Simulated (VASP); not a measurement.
Write the native input for VASP 6.6.1 that does the following.

| Item | Value |
| --- | --- |
| Task | single point |
| Functional | r2SCAN |
| Potentials or basis | VASP PAW PBE potentials, release 64 (Ag, Cd, Lu) |
| Cutoff | 520 eV |
| k mesh | 8 × 8 × 8 |
| Occupations | fermi-dirac, width 0.1 eV |
| Spin | no spin polarisation |
| Dipole correction | no |
| Further INCAR settings | ALGO = Normal; EDIFF = 1e-06; NBANDS = 50 |

LuCdAg4:

```
Ag Cd Lu
1.0
     0.00000    3.83201    3.83201
     3.83201    0.00000    3.83201
     3.83201    3.83201    0.00000
Ag Cd Lu
4 1 1
Direct
  0.37423 0.37423 0.37423
  0.87731 0.37423 0.37423
  0.37423 0.37423 0.87731
  0.37423 0.87731 0.37423
  0.00000 0.00000 0.00000
  0.75000 0.75000 0.75000
```

One way to write it, as run:

POSCAR

```
LuCdAg4
1.0
    0.0000000000      3.8320120000      3.8320120000
    3.8320120000      0.0000000000      3.8320120000
    3.8320120000      3.8320120000      0.0000000000
Ag Cd Lu
4 1 1
Direct
    0.3742300000      0.3742300000      0.3742300000
    0.8773100000      0.3742300000      0.3742300000
    0.3742300000      0.3742300000      0.8773100000
    0.3742300000      0.8773100000      0.3742300000
    0.0000000000      0.0000000000      0.0000000000
    0.7500000000      0.7500000000      0.7500000000
```

INCAR.step1

```
SYSTEM = LuCdAg4
PREC = Accurate ; ENCUT = 520
ISMEAR = -1 ; SIGMA = 0.1
LREAL = .FALSE. ; LASPH = .TRUE.
NELM = 100 ; NBANDS = 50
GGA = PE ; ALGO = Normal
EDIFF = 1E-4 ; LWAVE = .TRUE.
LCHARG = .FALSE.
```

INCAR.step2

```
SYSTEM = LuCdAg4
PREC = Accurate ; ENCUT = 520
EDIFF = 1E-6 ; ISMEAR = -1
SIGMA = 0.1 ; LREAL = .FALSE.
LASPH = .TRUE. ; NELM = 100
ALGO = Normal ; ISIF = 2
LWAVE = .FALSE. ; LCHARG = .FALSE.
METAGGA = R2SCAN ; LMIXTAU = .TRUE.
NBANDS = 50 ; ISTART = 1
```

KPOINTS

```
regular mesh
0
G
  8 8 8
  0 0 0
```

Potentials or basis: VASP PAW PBE potentials, release 64 (Ag, Cd, Lu).

The run is started by

```console
$ cat potpaw_PBE.64/Ag/POTCAR potpaw_PBE.64/Cd/POTCAR potpaw_PBE.64/Lu/POTCAR > POTCAR
$ cp INCAR.step1 INCAR
$ mpirun -np 1 vasp_std > vasp.out
$ cp INCAR.step2 INCAR
$ mpirun -np 1 vasp_std > vasp.out
```

Results of the run:

The pressure is 4.3 GPa. The largest force is 0.233 eV/Å and the band gap on the k mesh is zero (an odd number of electrons rules out a gap without spin polarisation).

Caveat: the cell stands under pressure; the PAW data sets were made with another functional, which shifts forces and pressure a little; spin-orbit coupling is left out, which moves the levels of the heavy elements.

Wall time 9.3 min on 1 thread of AMD EPYC 7R13 Processor (Zen 3) (shared host), peak memory 0.33 GiB.
